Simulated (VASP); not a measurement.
# MgO (P4mm) in VASP: a series of runs

The runs below take MgO through single point, with PBEsol.

Everything below comes from runs of VASP 6.6.1. Logs are shortened: lines on timing, memory, paths and dates and some standing lists are left out, and cuts for length are marked.

**1. The cell of the first run**

The structure is tetragonal, space group P4mm (No. 99). The conventional cell has a = 4.215 Å, b = 4.215 Å, c = 4.215 Å, α = 90.00°, β = 90.00°, γ = 90.00°. Mg (site symmetry 4mm) has 5 O at 1.58 to 2.17 Å within 2.2 Å. Mg (site symmetry 4mm) has 6 O at 2.11 Å within 2.8 Å. Mg (site symmetry 2mm) has 6 O at 2.11 Å and 2 Mg at 2.63 Å within 2.8 Å. Within 2.8 Å of O (site symmetry 2mm) lie 6 Mg at 2.11 to 2.17 Å. O (site symmetry 4mm) has 5 Mg at 1.58 to 2.11 Å within 2.2 Å. Within 2.8 Å of O (site symmetry 4mm) lie 6 Mg at 2.11 Å.

**2. Single point, PBEsol (atom 1 (Mg) moved by +0.000 Å along [1 1 0] and -0.530 Å along [0 0 1])**

INCAR reads:

```
SYSTEM = MgO
PREC = Accurate
ENCUT = 520
EDIFF = 1E-7
ISMEAR = 0
SIGMA = 0.05
LREAL = .False.
LASPH = .True.
NELM = 80
ALGO = Normal
ISIF = 2
LWAVE = .False.
LCHARG = .False.
GGA = PS
NBANDS = 26
```

KPOINTS reads:

```
regular mesh
0
Gamma
  6 6 6
  0 0 0
```

POSCAR reads:

```
MgO
1.0
    4.2149416169      0.0000000000      0.0000000000
    0.0000000000     -4.2149416169      0.0000000000
    0.0000000000      0.0000000000     -4.2149416169
Mg O
4 4
Direct
    0.0000000000      0.0000000000      0.1257431415
    0.5000000000      0.5000000000      0.0000000000
    0.5000000000      0.0000000000      0.5000000000
    0.0000000000      0.5000000000      0.5000000000
    0.5000000000      0.0000000000      0.0000000000
    0.0000000000      0.5000000000      0.0000000000
    0.0000000000      0.0000000000      0.5000000000
    0.5000000000      0.5000000000      0.5000000000
```

Potentials or basis: VASP PAW PBE potentials, release 64 (Mg, O).

Started as:

```bash
> cat potpaw_PBE.64/Mg/POTCAR potpaw_PBE.64/O/POTCAR > POTCAR
> mpirun -np 1 vasp_std > vasp.out
```

OUTCAR:

```text
SYSTEM = MgO
   PREC = Accurate
   ENCUT = 520
   EDIFF = 1E-7
   ISMEAR = 0
   LREAL = .False.
   LASPH = .True.
   NELM = 80
   ISIF = 2
   GGA = PS

 ion  position               nearest neighbor table
   1  0.000  0.000  0.126-   7 1.58   6 2.17   5 2.17   6 2.17   5 2.17   4 2.63   4 2.63   3 2.63
                             3 2.63   7 2.64   2 3.03   2 3.03   2 3.03   2 3.03   4 3.38   4 3.38
   2  0.500  0.500  0.000-   5 2.11   6 2.11   8 2.11   8 2.11   5 2.11   6 2.11   4 2.98   4 2.98
                             3 2.98   3 2.98   3 2.98   4 2.98   3 2.98   4 2.98   1 3.03   1 3.03
   3  0.500  0.000  0.500-   5 2.11   7 2.11   8 2.11   5 2.11   8 2.11   7 2.11   1 2.63   1 2.63
                             2 2.98   4 2.98   2 2.98   2 2.98   2 2.98   4 2.98   4 2.98   4 2.98
   4  0.000  0.500  0.500-   6 2.11   7 2.11   8 2.11   6 2.11   7 2.11   8 2.11   1 2.63   1 2.63
                             2 2.98   3 2.98   2 2.98   2 2.98   3 2.98   3 2.98   2 2.98   3 2.98
   5  0.500  0.000  0.000-   2 2.11   3 2.11   3 2.11   2 2.11   1 2.17   1 2.17
   6  0.000  0.500  0.000-   2 2.11   4 2.11   4 2.11   2 2.11   1 2.17   1 2.17
   7  0.000  0.000  0.500-   1 1.58   3 2.11   4 2.11   4 2.11   3 2.11   1 2.64
   8  0.500  0.500  0.500-   2 2.11   3 2.11   4 2.11   2 2.11   3 2.11   4 2.11

  LATTYP: Found a simple cubic cell.
 ALAT       =     4.2149416169

  Lattice vectors:

 A1 = (   4.2149416169,   0.0000000000,   0.0000000000)
 A2 = (   0.0000000000,  -4.2149416169,   0.0000000000)
 A3 = (   0.0000000000,   0.0000000000,  -4.2149416169)

Analysis of symmetry for initial positions (statically):
=====================================================================
 Subroutine PRICEL returns:
 Original cell was already a primitive cell.

 Routine SETGRP: Setting up the symmetry group for a
 simple cubic supercell.

 Subroutine GETGRP returns: Found  8 space group operations
 (whereof  8 operations were pure point group operations)
 out of a pool of 48 trial point group operations.

The static configuration has the point symmetry C_4v.

Analysis of symmetry for dynamics (positions and initial velocities):
=====================================================================
 Subroutine PRICEL returns:
 Original cell was already a primitive cell.

 Routine SETGRP: Setting up the symmetry group for a
 simple cubic supercell.

 Subroutine GETGRP returns: Found  8 space group operations
 (whereof  8 operations were pure point group operations)
 out of a pool of 48 trial point group operations.

The dynamic configuration has the point symmetry C_4v.

 Subroutine INISYM returns: Found  8 space group operations
 (whereof  8 operations are pure point group operations),
 and found     1 'primitive' translations

----------------------------------------------------------------------------------------

                                     Primitive cell

  volume of cell :      74.8815

  direct lattice vectors                    reciprocal lattice vectors
     4.214941617  0.000000000  0.000000000     0.237251210  0.000000000  0.000000000
     0.000000000 -4.214941617  0.000000000     0.000000000 -0.237251210  0.000000000
     0.000000000  0.000000000 -4.214941617     0.000000000  0.000000000 -0.237251210

  length of vectors
     4.214941617  4.214941617  4.214941617     0.237251210  0.237251210  0.237251210

  position of ions in fractional coordinates (direct lattice)
     0.000000000  0.000000000  0.125743142
     0.500000000  0.500000000  0.000000000
     0.500000000  0.000000000  0.500000000
     0.000000000  0.500000000  0.500000000
     0.500000000  0.000000000  0.000000000
     0.000000000  0.500000000  0.000000000
     0.000000000  0.000000000  0.500000000
     0.500000000  0.500000000  0.500000000

  ion indices of the primitive-cell ions
   primitive index   ion index
                 1           1
                 2           2
                 3           3
                 4           4
                 5           5
                 6           6
                 7           7
                 8           8

----------------------------------------------------------------------------------------

 KPOINTS: regular mesh

Automatic generation of k-mesh.
 Grid dimensions read from file:
 generate k-points for:    6    6    6

 Generating k-lattice:

  Cartesian coordinates                     Fractional coordinates (reciprocal lattice)
     0.039541868  0.000000000  0.000000000     0.166666667  0.000000000  0.000000000
     0.000000000 -0.039541868  0.000000000     0.000000000  0.166666667  0.000000000
     0.000000000  0.000000000 -0.039541868     0.000000000  0.000000000  0.166666667

  Length of vectors
     0.039541868  0.039541868  0.039541868

  Shift w.r.t. Gamma in fractional coordinates (k-lattice)
     0.000000000  0.000000000  0.000000000

 Subroutine IBZKPT returns following result:
 ===========================================

 Found     40 irreducible k-points:

 Following reciprocal coordinates:
            Coordinates               Weight
  0.000000  0.000000  0.000000      1.000000
  0.166667  0.000000  0.000000      4.000000
  0.000000  0.000000  0.166667      2.000000
  0.333333  0.000000  0.000000      4.000000
  0.000000  0.000000  0.333333      2.000000
  0.500000  0.000000  0.000000      2.000000
[... 16 lines left out ...]
  0.166667  0.166667  0.166667      8.000000
  0.333333  0.166667  0.166667     16.000000
 [... further k-points ...]
   k-points           NKPTS =     40   k-points in BZ     NKDIM =     40   number of bands    NBANDS=     26
   number of dos      NEDOS =    301   number of ions     NIONS =      8
   total plane-waves  NPLWV =  32768
   dimension x,y,z NGX =    32 NGY =   32 NGZ =   32
   dimension x,y,z NGXF=    64 NGYF=   64 NGZF=   64
   ions per type =               4   4
   NGX,Y,Z   is equivalent  to a cutoff of  12.62, 12.62, 12.62 a.u.
   NGXF,Y,Z  is equivalent  to a cutoff of  25.24, 25.24, 25.24 a.u.
 SYSTEM =  MgO
   PREC   = accura    normal or accurate (medium, high low for compatibility)
   ISTART =      0    job   : 0-new  1-cont  2-samecut
   ICHARG =      2    charge: 1-file 2-atom 10-const
   ISPIN  =      1    spin polarized calculation?
   LNONCOLLINEAR =      F non collinear calculations
   LSORBIT =      F    spin-orbit coupling
   LASPH  =      T    aspherical Exc in radial PAW
   ENCUT  =  520.0 eV  38.22 Ry    6.18 a.u.   7.84  7.84  7.84*2*pi/ulx,y,z
   NELM   =     80;   NELMIN=  2; NELMDL= -5     # of ELM steps
   EDIFF  = 0.1E-06   stopping-criterion for ELM
   LREAL  =      F    real-space projection
   EDIFFG = 0.1E-05   stopping-criterion for IOM
   NSW    =      0    number of steps for IOM
   IBRION =     -1    ionic relax: 0-MD 1-quasi-New 2-CG
   NFREE  =      0    steps in history (QN), initial steepest desc. (CG)
   ISIF   =      2    stress and relaxation
   ISYM   =      2    0-nonsym 1-usesym 2-fastsym
   POTIM  = 0.5000    time-step for ionic-motion
   TEBEG  =    0.0;   TEEND  =   0.0 temperature during run
   PSTRESS=    0.0 pullay stress
   NELECT =      32.0000    total number of electrons
   NUPDOWN=      -1.0000    fix difference up-down
   EMIN   =  10.00;   EMAX   =-10.00  energy-range for DOS
   EFERMI =   0.00;   METHOD = LEGACY
   ISMEAR =     0;   SIGMA  =   0.05  broadening in eV -4-tet -1-fermi 0-gaus
   EFERMI_NEDOS =   21; number of points for ismear=-14 and -15
   IALGO  =     38    algorithm
   IMIX   =      4    mixing-type and parameters
     AMIX     =   0.40;   BMIX     =  1.00
     AMIX_MAG =   1.60;   BMIX_MAG =  1.00
  volume/ion in A,a.u.               =       9.36        63.17
  Fermi-wavevector in a.u.,A,eV,Ry     =   1.233105  2.330230 20.688298  1.520547
  Thomas-Fermi vector in A             =   2.367848
   LORBIT       =      0    0 simple, 1 ext, 2 COOP (PROOUT), +10 PAW based schemes
   GGA     = PS    functional components
   LHFCALC =     F    Hartree Fock is set to
   AEXX    =    0.0000 exact exchange contribution
   IVDW    =     0    specifies the selected vdW correction
   LEPSILON=     F    determine dielectric tensor
   LRPA    =     F    only Hartree local field effects (RPA)
 non-spin polarized calculation
 Gauss-broadening in eV      SIGMA  =   0.05
  energy-cutoff  :      520.00
  volume of cell :       74.88
 maximum number of plane-waves:      2040
 NGX is ok and might be reduce to    32
   NGX = 15   NGY = 15   NGZ = 15

 number of electron      31.9999987 magnetization

 Free energy of the ion-electron system (eV)
  ---------------------------------------------------
  ext. energy  EPLUGINS =         0.00000000
  ---------------------------------------------------
  free energy    TOTEN  =       -47.71222854 eV

  energy without entropy =      -47.71222854  energy(sigma->0) =      -47.71222854

 E-fermi :   3.3234     XC(G=0): -11.2650

 val. band max:        3.0168806767   @ k =   0.0000   0.0000   0.0000
 cond. band min:       7.5362363759   @ k =   0.0000   0.0000   0.0000
 fundamental gap:      4.5193556992
 Fermi energy:         3.3233867319

 k-point     1 :       0.0000    0.0000    0.0000
  band No.  band energies     occupation
      1     -14.2437      2.00000
      2     -12.9212      2.00000
      3     -12.5663      2.00000
      4     -12.3905      2.00000
      5      -1.1686      2.00000
      6      -1.1686      2.00000
[... 18 lines left out ...]
     25      16.0293      0.00000
     26      16.0293      0.00000

 k-point     2 :       0.1667    0.0000    0.0000
  band No.  band energies     occupation
      1     -14.1490      2.00000
      2     -12.9656      2.00000
      3     -12.5623      2.00000
      4     -12.4321      2.00000
      5      -1.0345      2.00000
      6      -1.0211      2.00000
[... 18 lines left out ...]
     25      15.8800      0.00000
[... 608 lines left out ...]
     25      15.8687      0.00000
     26      15.9039      0.00000

 k-point    24 :       0.3333    0.1667    0.1667
  band No.  band energies     occupation
      1     -13.7475      2.00000
      2     -13.1023      2.00000
      3     -12.6235      2.00000
      4     -12.5370      2.00000
      5      -0.8688      2.00000
      6      -0.6549      2.00000
[... 18 lines left out ...]
     25      15.6116      0.00000
     26      15.7134      0.00000

 [... further k-points ...]
[... 5 lines left out ...]
  --------------------------------------------------------------------------------------
  -------------------------------------------------------------------------------------
  Total        0.2551508      0.2551508     15.4658073      0.0000000      0.0000000      0.0000000
  in kB        5.4592471      5.4592471    330.9089288      0.0000000      0.0000000      0.0000000
  external PRESSURE =     113.9424744 kB  Pullay stress =       0.0000000 kB

 VOLUME and BASIS-vectors are now :
 -----------------------------------------------------------------------------
  energy-cutoff  :      520.00
  volume of cell :       74.88
      direct lattice vectors                 reciprocal lattice vectors
     4.214941617  0.000000000  0.000000000     0.237251210  0.000000000  0.000000000
     0.000000000 -4.214941617  0.000000000     0.000000000 -0.237251210  0.000000000
     0.000000000  0.000000000 -4.214941617     0.000000000  0.000000000 -0.237251210

 POSITION                                       TOTAL-FORCE (eV/Angst)
 -----------------------------------------------------------------------------------
      0.00000      0.00000     -0.53000        -0.000000     -0.000000     13.172525
      2.10747     -2.10747      0.00000        -0.000000     -0.000000      0.345934
      2.10747      0.00000     -2.10747        -0.000000     -0.000000     -1.386581
      0.00000     -2.10747     -2.10747        -0.000000     -0.000000     -1.386581
      2.10747      0.00000      0.00000         0.000000     -0.000000     -0.883658
      0.00000     -2.10747      0.00000        -0.000000      0.000000     -0.883658
      0.00000      0.00000     -2.10747        -0.000000     -0.000000     -9.120613
      2.10747     -2.10747     -2.10747        -0.000000      0.000000      0.142632
 -----------------------------------------------------------------------------------
    total drift:                                0.000000     -0.000000      0.000006

  FREE ENERGIE OF THE ION-ELECTRON SYSTEM (eV)
  ---------------------------------------------------
  free  energy   TOTEN  =       -47.7122285366 eV

  energy  without entropy=      -47.7122285366  energy(sigma->0) =      -47.71222854
```

It took 27 s on 1 thread of Intel Xeon 6975P-C (Granite Rapids), shared host; peak memory 0.2 GiB.

Results:

* Free energy: -47.7122 eV
* Pressure: 11.4 GPa
* Largest force: 13.173 eV/Å
* Band gap on the k mesh: 4.52 eV

Forces in eV/Å, atoms in the order of the input:
```
Mg   0.000  0.000 13.173
Mg   0.000  0.000  0.346
Mg   0.000  0.000 -1.387
Mg   0.000  0.000 -1.387
O    0.000  0.000 -0.884
O    0.000  0.000 -0.884
O    0.000  0.000 -9.121
O    0.000  0.000  0.143
```

Stress tensor (GPa, compression positive):
```
 0.55  0.00  0.00
 0.00  0.55  0.00
 0.00  0.00 33.09
```

Caveat: the cell differs from its parent crystal (atom 1 (Mg) moved by +0.000 Å along [1 1 0] and -0.530 Å along [0 0 1]); the stress differs along the axes, from 1 to 33 GPa; the PAW data sets were made with another functional, which shifts forces and pressure a little.

(Part 1 of 2 ends here.)
